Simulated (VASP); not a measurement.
Set up this calculation in VASP 6.6.1, as the native input.

* Task: single point
* Functional: LDA
* Potentials or basis: VASP PAW LDA potentials, release 64 (Ta_pv, N)
* Cutoff: 520 eV
* k mesh: 18 × 18 × 16
* Occupations: gaussian, width 0.15 eV
* Spin: no spin polarisation
* Dipole correction: no
* Further INCAR settings: ALGO = Normal; EDIFF = 1e-06; NBANDS = 15

The structure of TaN lies in POSCAR:

```
TaN
1.0
    2.9379988584      0.0000000000      0.0000000000
   -1.4689994292      2.5443816477      0.0000000000
    0.0000000000      0.0000000000      2.8830000000
Ta N
1 1
Direct
    0.3333333333      0.6666666667      0.5000000000
    0.0000000000      0.0000000000      0.0650364204
```

This cell differs from its parent crystal: all N atoms moved +0.188 Å, as atom 2 along Cartesian [0 0 1].

These files were run (other wordings do the same):

INCAR

```
ALGO = Normal ; EDIFF = 1E-6
ENCUT = 520 ; ISIF = 2
ISMEAR = 0 ; LASPH = T
LCHARG = F ; LREAL = F
LWAVE = F ; NBANDS = 15
NELM = 60 ; PREC = Accurate
SIGMA = 0.15
```

KPOINTS

```
k-points
0
Gamma
  18 18 16
```

Potentials or basis: VASP PAW LDA potentials, release 64 (Ta_pv, N).

Run with:

```sh
$ cat potpaw_LDA.64/Ta_pv/POTCAR potpaw_LDA.64/N/POTCAR > POTCAR
$ mpirun -np 1 vasp_std > vasp.out
```

Results of the run:

* Pressure: -2.4 GPa
* Largest force: 2.721 eV/Å
* Band gap on the k mesh: zero (band 8 reaches 8.55 eV, above the bottom of band 9 at 8.13 eV)

Caveat: the cell differs from its parent crystal (all N atoms moved +0.188 Å, as atom 2 along Cartesian [0 0 1]); spin-orbit coupling is left out, which moves the levels of the heavy elements; forces of over 1 eV/Å act on the atoms, so gaps and moduli don't describe the material at rest.

It took 77 s on 1 thread of Intel(R) Xeon(R) Platinum 8259CL CPU @ 2.50GHz (Skylake/Cascade Lake), on a shared host, peak memory 0.27 GiB.
